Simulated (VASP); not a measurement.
Set up this calculation in VASP 6.6.1, as the native input.

| Property | Result |
| --- | --- |
| Task | single point |
| Functional | PBE |
| Potentials or basis | VASP PAW PBE potentials, release 64 (Sn_d, O) |
| Cutoff | 520 eV |
| k mesh | 6 × 6 × 6 |
| Occupations | gaussian, width 0.02 eV |
| Spin | no spin polarisation |
| Dipole correction | no |
| Further INCAR settings | ALGO = Normal; EDIFF = 1e-07; NBANDS = 64 |

The structure of SnO2 lies in POSCAR:

```
SnO2
1.0
    3.5933219710     -3.5933219710      0.0000000000
    3.5933219710      3.5933219710      0.0000000000
    0.0000000000      0.0000000000      5.5312742580
Sn O
4 8
Direct
    0.5000000000      0.5000000000      0.0000000000
    0.0000000000      0.0000000000      0.0000000000
    0.0000000000      0.5000000000      0.5000000000
    0.5000000000      0.0000000000      0.5000000000
    0.2500000000      0.7500000000      0.3230694067
    0.7500000000      0.2500000000      0.3230694067
    0.7500000000      0.2500000000      0.8230694067
    0.2500000000      0.7500000000      0.8230694067
    0.7500000000      0.7500000000      0.6769305933
    0.2500000000      0.2500000000      0.6769305933
    0.2500000000      0.2500000000      0.1769305933
    0.7500000000      0.7500000000      0.1769305933
```

The input as run:

INCAR

```
PREC = Accurate
ENCUT = 520
EDIFF = 1E-7
ISMEAR = 0
SIGMA = 0.02
LREAL = False
LASPH = True
NELM = 100
ALGO = Normal
ISIF = 2
LWAVE = False
LCHARG = False
GGA = PE
NBANDS = 64
```

KPOINTS

```
regular mesh
0
Gamma
  6 6 6
```

Potentials or basis: VASP PAW PBE potentials, release 64 (Sn_d, O).

The run is started by

```console
$ cat potpaw_PBE.64/Sn_d/POTCAR potpaw_PBE.64/O/POTCAR > POTCAR
$ mpirun -np 1 vasp_std > vasp.out
```

It gave:

* Pressure: 0.4 GPa
* Largest force: 0.042 eV/Å
* Band gap on the k mesh: 0.77 eV

Caveat: spin-orbit coupling is left out, which moves the levels of the heavy elements.

Run time: 5.9 min on 1 thread of Oxide Virtual Turin-like Processor, on a shared host, peak memory 0.37 GiB.
